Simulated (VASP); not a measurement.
# TiHg (P4/mmm) in VASP: further runs

Runs on TiHg. Level: LDA. Tasks: single point.

Program: VASP 6.6.1. These are calculated values, not measurements. Logs are shortened: lines on timing, memory, paths and dates and some standing lists are left out, and cuts for length are marked.

## (1) The cell of the first run

Symmetry: P4/mmm, No. 123, tetragonal system. Conventional cell: a = 3.009 Å, b = 3.009 Å, c = 4.041 Å, α = 90.00°, β = 90.00°, γ = 90.00°. Ti (site symmetry 4/mmm) has 8 Hg at 2.93 Å and 10 Ti at 3.01 to 4.26 Å within 4.3 Å. Hg (site symmetry 4/mmm) has 8 Ti at 2.93 Å and 10 Hg at 3.01 to 4.26 Å within 4.3 Å.

## (2) Single point, LDA

File INCAR:

```
PREC = Accurate
ENCUT = 520
EDIFF = 1E-6
ISMEAR = 0
SIGMA = 0.01
LREAL = False
LASPH = True
NELM = 80
ALGO = Normal
ISIF = 2
LWAVE = False
LCHARG = False
GGA = CA
NBANDS = 19
```

File KPOINTS:

```
Automatic mesh
0
Gamma
  11 11 9
```

File POSCAR:

```
TiHg
1.0
    3.0090000000      0.0000000000      0.0000000000
    0.0000000000      3.0090000000      0.0000000000
    0.0000000000      0.0000000000      4.0410000000
Ti Hg
1 1
Direct
    0.5000000000      0.5000000000      0.5000000000
    0.0000000000      0.0000000000      0.0000000000
```

Potentials or basis: VASP PAW LDA potentials, release 64 (Ti_sv, Hg).

Run with:

```
cat potpaw_LDA.64/Ti_sv/POTCAR potpaw_LDA.64/Hg/POTCAR > POTCAR
mpirun -np 1 vasp_std > vasp.out
```

OUTCAR:

```text
PREC = Accurate
   ENCUT = 520
   EDIFF = 1E-6
   ISMEAR = 0
   LREAL = False
   LASPH = True
   NELM = 80
   ISIF = 2
   GGA = CA

 ion  position               nearest neighbor table
   1  0.500  0.500  0.500-   2 2.93   2 2.93   2 2.93   2 2.93   2 2.93   2 2.93   2 2.93   2 2.93

   2  0.000  0.000  0.000-   1 2.93   1 2.93   1 2.93   1 2.93   1 2.93   1 2.93   1 2.93   1 2.93

  LATTYP: Found a simple tetragonal cell.
 ALAT       =     3.0090000000
 C/A-ratio  =     1.3429710867

  Lattice vectors:

 A1 = (   3.0090000000,   0.0000000000,   0.0000000000)
 A2 = (   0.0000000000,   3.0090000000,   0.0000000000)
 A3 = (   0.0000000000,   0.0000000000,   4.0410000000)

Analysis of symmetry for initial positions (statically):
=====================================================================
 Subroutine PRICEL returns:
 Original cell was already a primitive cell.

 Routine SETGRP: Setting up the symmetry group for a
 simple tetragonal supercell.

 Subroutine GETGRP returns: Found 16 space group operations
 (whereof 16 operations were pure point group operations)
 out of a pool of 16 trial point group operations.

The static configuration has the point symmetry D_4h.

Analysis of symmetry for dynamics (positions and initial velocities):
=====================================================================
 Subroutine PRICEL returns:
 Original cell was already a primitive cell.

 Routine SETGRP: Setting up the symmetry group for a
 simple tetragonal supercell.

 Subroutine GETGRP returns: Found 16 space group operations
 (whereof 16 operations were pure point group operations)
 out of a pool of 16 trial point group operations.

The dynamic configuration has the point symmetry D_4h.

 Subroutine INISYM returns: Found 16 space group operations
 (whereof 16 operations are pure point group operations),
 and found     1 'primitive' translations

----------------------------------------------------------------------------------------

                                     Primitive cell

  volume of cell :      36.5875

  direct lattice vectors                    reciprocal lattice vectors
     3.009000000  0.000000000  0.000000000     0.332336324  0.000000000  0.000000000
     0.000000000  3.009000000  0.000000000     0.000000000  0.332336324  0.000000000
     0.000000000  0.000000000  4.041000000     0.000000000  0.000000000  0.247463499

  length of vectors
     3.009000000  3.009000000  4.041000000     0.332336324  0.332336324  0.247463499

  position of ions in fractional coordinates (direct lattice)
     0.500000000  0.500000000  0.500000000
     0.000000000  0.000000000  0.000000000

  ion indices of the primitive-cell ions
   primitive index   ion index
                 1           1
                 2           2

----------------------------------------------------------------------------------------

 KPOINTS: Automatic mesh

Automatic generation of k-mesh.
 Grid dimensions read from file:
 generate k-points for:   11   11    9

 Generating k-lattice:

  Cartesian coordinates                     Fractional coordinates (reciprocal lattice)
     0.030212393  0.000000000  0.000000000     0.090909091  0.000000000  0.000000000
     0.000000000  0.030212393  0.000000000     0.000000000  0.090909091  0.000000000
     0.000000000  0.000000000  0.027495944     0.000000000  0.000000000  0.111111111

  Length of vectors
     0.030212393  0.030212393  0.027495944

  Shift w.r.t. Gamma in fractional coordinates (k-lattice)
     0.000000000  0.000000000  0.000000000

 Subroutine IBZKPT returns following result:
 ===========================================

 Found    105 irreducible k-points:

 Following reciprocal coordinates:
            Coordinates               Weight
  0.000000  0.000000  0.000000      1.000000
  0.090909  0.000000  0.000000      4.000000
  0.181818  0.000000  0.000000      4.000000
  0.272727  0.000000  0.000000      4.000000
  0.363636  0.000000  0.000000      4.000000
  0.454545  0.000000  0.000000      4.000000
[... 16 lines left out ...]
  0.090909  0.000000  0.111111      8.000000
  0.181818  0.000000  0.111111      8.000000
 [... further k-points ...]
   k-points           NKPTS =    105   k-points in BZ     NKDIM =    105   number of bands    NBANDS=     19
   number of dos      NEDOS =    301   number of ions     NIONS =      2
   total plane-waves  NPLWV =  17280
   dimension x,y,z NGX =    24 NGY =   24 NGZ =   30
   dimension x,y,z NGXF=    48 NGYF=   48 NGZF=   60
   ions per type =               1   1
   NGX,Y,Z   is equivalent  to a cutoff of  13.26, 13.26, 12.34 a.u.
   NGXF,Y,Z  is equivalent  to a cutoff of  26.52, 26.52, 24.68 a.u.
 SYSTEM =  unknown system
   PREC   = accura    normal or accurate (medium, high low for compatibility)
   ISTART =      0    job   : 0-new  1-cont  2-samecut
   ICHARG =      2    charge: 1-file 2-atom 10-const
   ISPIN  =      1    spin polarized calculation?
   LNONCOLLINEAR =      F non collinear calculations
   LSORBIT =      F    spin-orbit coupling
   LASPH  =      T    aspherical Exc in radial PAW
   ENCUT  =  520.0 eV  38.22 Ry    6.18 a.u.   5.59  5.59  7.51*2*pi/ulx,y,z
   NELM   =     80;   NELMIN=  2; NELMDL= -5     # of ELM steps
   EDIFF  = 0.1E-05   stopping-criterion for ELM
   LREAL  =      F    real-space projection
   EDIFFG = 0.1E-04   stopping-criterion for IOM
   NSW    =      0    number of steps for IOM
   IBRION =     -1    ionic relax: 0-MD 1-quasi-New 2-CG
   NFREE  =      0    steps in history (QN), initial steepest desc. (CG)
   ISIF   =      2    stress and relaxation
   ISYM   =      2    0-nonsym 1-usesym 2-fastsym
   POTIM  = 0.5000    time-step for ionic-motion
   TEBEG  =    0.0;   TEEND  =   0.0 temperature during run
   PSTRESS=    0.0 pullay stress
   NELECT =      24.0000    total number of electrons
   NUPDOWN=      -1.0000    fix difference up-down
   EMIN   =  10.00;   EMAX   =-10.00  energy-range for DOS
   EFERMI =   0.00;   METHOD = LEGACY
   ISMEAR =     0;   SIGMA  =   0.01  broadening in eV -4-tet -1-fermi 0-gaus
   EFERMI_NEDOS =   21; number of points for ismear=-14 and -15
   IALGO  =     38    algorithm
   IMIX   =      4    mixing-type and parameters
     AMIX     =   0.40;   BMIX     =  1.00
     AMIX_MAG =   1.60;   BMIX_MAG =  1.00
  volume/ion in A,a.u.               =      18.29       123.45
  Fermi-wavevector in a.u.,A,eV,Ry     =   1.422441  2.688023 27.529178  2.023338
  Thomas-Fermi vector in A             =   2.543144
   LORBIT       =      0    0 simple, 1 ext, 2 COOP (PROOUT), +10 PAW based schemes
   GGA     = CA    functional components
   LHFCALC =     F    Hartree Fock is set to
   AEXX    =    0.0000 exact exchange contribution
   IVDW    =     0    specifies the selected vdW correction
   LEPSILON=     F    determine dielectric tensor
   LRPA    =     F    only Hartree local field effects (RPA)
 non-spin polarized calculation
 Gauss-broadening in eV      SIGMA  =   0.01
  energy-cutoff  :      520.00
  volume of cell :       36.59
 maximum number of plane-waves:      1015
 NGX is ok and might be reduce to    24
   NGX = 11   NGY = 11   NGZ = 15

 number of electron      24.0000000 magnetization

 Free energy of the ion-electron system (eV)
  ---------------------------------------------------
  ext. energy  EPLUGINS =         0.00000000
  ---------------------------------------------------
  free energy    TOTEN  =        -9.80677016 eV

  energy without entropy =       -9.80653968  energy(sigma->0) =       -9.80665492

 E-fermi :   6.2140     XC(G=0): -12.0726

 val. band max:        6.2134817657   @ k =   0.1818   0.1818   0.0000
 cond. band min:       6.2168679606   @ k =   0.2727   0.0909   0.0000
 fundamental gap:      0.0033861948
 Fermi energy:         6.2140355264

 k-point     1 :       0.0000    0.0000    0.0000
  band No.  band energies     occupation
      1     -50.1497      2.00000
      2     -26.9265      2.00000
      3     -26.5802      2.00000
      4     -26.5802      2.00000
      5      -3.1637      2.00000
      6      -2.3513      2.00000
[... 11 lines left out ...]
     18      14.8791      0.00000
     19      14.8791      0.00000

 k-point     2 :       0.0909    0.0000    0.0000
  band No.  band energies     occupation
      1     -50.1474      2.00000
      2     -26.9244      2.00000
      3     -26.6021      2.00000
      4     -26.5784      2.00000
      5      -2.9967      2.00000
      6      -2.2709      2.00000
[... 11 lines left out ...]
     18      14.4032      0.00000
     19      15.2046      0.00000

 k-point     3 :       0.1818    0.0000    0.0000
  band No.  band energies     occupation
      1     -50.1413      2.00000
      2     -26.9188      2.00000
      3     -26.6606      2.00000
      4     -26.5736      2.00000
      5      -2.6163      2.00000
      6      -1.9359      2.00000
[... 11 lines left out ...]
     18      14.1098      0.00000
     19      16.1007      0.00000

 k-point     4 :       0.2727    0.0000    0.0000
  band No.  band energies     occupation
      1     -50.1332      2.00000
      2     -26.9114      2.00000
      3     -26.7364      2.00000
      4     -26.5672      2.00000
      5      -2.3358      2.00000
      6      -1.4634      2.00000
[... 11 lines left out ...]
     18      14.0021      0.00000
     19      17.4109      0.00000

 k-point     5 :       0.3636    0.0000    0.0000
  band No.  band energies     occupation
      1     -50.1258      2.00000
      2     -26.9047      2.00000
      3     -26.8055      2.00000
      4     -26.5614      2.00000
      5      -2.1766      2.00000
      6      -1.5113      2.00000
[... 11 lines left out ...]
     18      14.0260      0.00000
     19      18.0443      0.00000
[... 334 lines left out ...]
      2     -26.8702      2.00000
      3     -26.8093      2.00000
      4     -26.8087      2.00000
      5      -2.3557      2.00000
      6      -1.7396      2.00000
[... 11 lines left out ...]
     18      14.3650      0.00000
     19      14.6839      0.00000

 k-point    22 :       0.0000    0.0000    0.1111
  band No.  band energies     occupation
      1     -50.1496      2.00000
      2     -26.9287      2.00000
      3     -26.5802      2.00000
      4     -26.5802      2.00000
      5      -3.0781      2.00000
      6      -2.3428      2.00000
[... 11 lines left out ...]
     18      15.1647      0.00000
     19      15.1647      0.00000

 k-point    23 :       0.0909    0.0000    0.1111
  band No.  band energies     occupation
      1     -50.1473      2.00000
      2     -26.9266      2.00000
      3     -26.6021      2.00000
      4     -26.5784      2.00000
      5      -2.9163      2.00000
      6      -2.2616      2.00000
[... 11 lines left out ...]
     18      14.9756      0.00000
     19      15.4681      0.00000

 k-point    24 :       0.1818    0.0000    0.1111
  band No.  band energies     occupation
      1     -50.1412      2.00000
      2     -26.9207      2.00000
      3     -26.6604      2.00000
      4     -26.5736      2.00000
      5      -2.5687      2.00000
      6      -1.9088      2.00000
[... 11 lines left out ...]
     18      14.9792      0.00000
     19      16.3118      0.00000

 [... further k-points ...]

------------------------ aborting loop because EDIFF is reached ----------------------------------------

  FORCE on cell =-STRESS in cart. coord.  units (eV):
  Direction    XX          YY          ZZ          XY          YZ          ZX
  --------------------------------------------------------------------------------------
  -------------------------------------------------------------------------------------
  Total       -1.4276745     -1.4276745     -1.2059261      0.0000000     -0.0000000      0.0000000
  in kB      -62.5182148    -62.5182148    -52.8077976      0.0000000     -0.0000000      0.0000000
  external PRESSURE =     -59.2814090 kB  Pullay stress =       0.0000000 kB

 VOLUME and BASIS-vectors are now :
 -----------------------------------------------------------------------------
  energy-cutoff  :      520.00
  volume of cell :       36.59
      direct lattice vectors                 reciprocal lattice vectors
     3.009000000  0.000000000  0.000000000     0.332336324  0.000000000  0.000000000
     0.000000000  3.009000000  0.000000000     0.000000000  0.332336324  0.000000000
     0.000000000  0.000000000  4.041000000     0.000000000  0.000000000  0.247463499

 POSITION                                       TOTAL-FORCE (eV/Angst)
 -----------------------------------------------------------------------------------
      1.50450      1.50450      2.02050         0.000000      0.000000      0.000000
      0.00000      0.00000      0.00000         0.000000      0.000000      0.000000
 -----------------------------------------------------------------------------------
    total drift:                                0.000000      0.000000     -0.000000

  FREE ENERGIE OF THE ION-ELECTRON SYSTEM (eV)
  ---------------------------------------------------
  free  energy   TOTEN  =        -9.8067701617 eV

  energy  without entropy=       -9.8065396828  energy(sigma->0) =       -9.80665492
```

Wall time 54 s (1 thread of Intel Xeon Platinum 8259CL at 2.50GHz (Skylake/Cascade Lake), shared host); peak memory 0.19 GiB.

Results:

* Free energy: -9.8068 eV
* Pressure: -5.9 GPa
* Band gap on the k mesh: zero (bands 12 and 13 overlap by 1.07 eV)

Levels at points of the mesh, in eV from the Fermi level:
| k point | band 9 | band 10 | band 11 | band 12 | band 13 | band 14 | band 15 | band 16 |
| --- | --- | --- | --- | --- | --- | --- | --- | --- |
| (0.00, 0.00, 0.00) | -7.00 | -6.52 | -0.44 | -0.29 | 1.28 | 1.95 | 1.95 | 2.46 |

Caveat: the cell stands under tension; spin-orbit coupling is left out, which moves the levels of the heavy elements.

(Continued in part 2 of 2.)
